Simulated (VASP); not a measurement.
Write the native input for VASP 6.6.1 that does the following.

```
Task                   : single point
Functional             : PBE
Potentials or basis    : VASP PAW PBE potentials, release 64 (Cs_sv, Ag, O)
Cutoff                 : 520 eV
k mesh                 : 3 × 3 × 4
Occupations            : gaussian, width 0.1 eV
Spin                   : no spin polarisation
Dipole correction      : no
Further INCAR settings : ALGO = Normal; EDIFF = 1e-06; NBANDS = 36
```

The structure of CsAg3O2 lies in POSCAR:

```
CsAg3O2
1.0
    5.8515343000      0.0000000000      0.0000000000
   -2.9257671500      5.0675773500      0.0000000000
    0.0000000000      0.0000000000      4.4359514900
Cs Ag O
1 3 2
Direct
    0.0000000000      0.0000000000      0.0000000000
    0.0000000000      0.5000000000      0.5000000000
    0.5000000000      0.5000000000      0.5000000000
    0.5000000000      0.0000000000      0.5000000000
    0.6666666700      0.3333333300      0.0000000000
    0.3333333300      0.6666666700      0.0000000000
```

The input as run:

INCAR

```
ALGO = Normal
EDIFF = 1E-6
ENCUT = 520
GGA = PE
ISIF = 2
ISMEAR = 0
LASPH = True
LCHARG = False
LREAL = False
LWAVE = False
NBANDS = 36
NELM = 100
PREC = Accurate
SIGMA = 0.1
```

KPOINTS

```
k-points
0
Gamma
  3 3 4
```

Potentials or basis: VASP PAW PBE potentials, release 64 (Cs_sv, Ag, O).

Command:

```sh
$ cat potpaw_PBE.64/Cs_sv/POTCAR potpaw_PBE.64/Ag/POTCAR potpaw_PBE.64/O/POTCAR > POTCAR
$ mpirun -np 1 vasp_std > vasp.out
```

It gave:

| Item | Value |
| --- | --- |
| Pressure | -6.9 GPa |
| Band gap on the k mesh | zero (band 27 reaches 2.76 eV, above the bottom of band 28 at 2.75 eV) |

Caveat: the k points lie up to 0.41 Å⁻¹ apart; spin-orbit coupling is left out, which moves the levels of the heavy elements.

Run time: 22 s on 1 thread of Intel(R) Xeon(R) Platinum 8559C (Emerald Rapids), on a shared host, peak memory 0.28 GiB.
